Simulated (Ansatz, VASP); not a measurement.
**One calculation of Si, two programs**

```
Si
1.0
     0.00000    5.43000    5.43000
     5.43000    0.00000    5.43000
     5.43000    5.43000    0.00000
Si
17
Direct
  0.00001 0.99995 0.00012
  0.12464 0.12464 0.12465
  0.00305 0.00311 0.49698
  0.12457 0.12457 0.62630
  0.00313 0.49694 0.00300
  0.12463 0.62610 0.12464
  0.00303 0.49687 0.49697
  0.13128 0.62290 0.62294
  0.49695 0.00317 0.00297
  0.62617 0.12461 0.12462
  0.49688 0.00307 0.49694
  0.62280 0.13159 0.62283
  0.49694 0.49691 0.00296
  0.62311 0.62310 0.13069
  0.49995 0.50024 0.49940
  0.62274 0.62272 0.62278
  0.74994 0.75030 0.74928
```

Alike in both runs: functional PBEsol; k mesh 2 × 2 × 2; occupations gaussian, width 0.02 eV; no spin polarisation.

Ansatz relaxed the structure, and its values are those at the end. VASP's run is a single point on that final structure, the one shown.

```csv
,VASP,Ansatz
version,VASP 6.6.1,Ansatz 0.2.0
potentials or method,"VASP PAW PBE potentials, release 64 (Si), cutoff 520 eV","scalar-relativistic, plane waves, PAW"
valence electrons in the cell,68,68
```

|  | VASP | Ansatz | Ansatz less VASP |
| --- | --- | --- | --- |
| rms of the force components (eV/Å) | 0.008 | 0.009 | +0.0009 |

VASP's potentials were made for PBE, not for PBEsol, and Ansatz warns of the same on its side.

The k mesh is coarse, so the values compare programs but aren't converged.
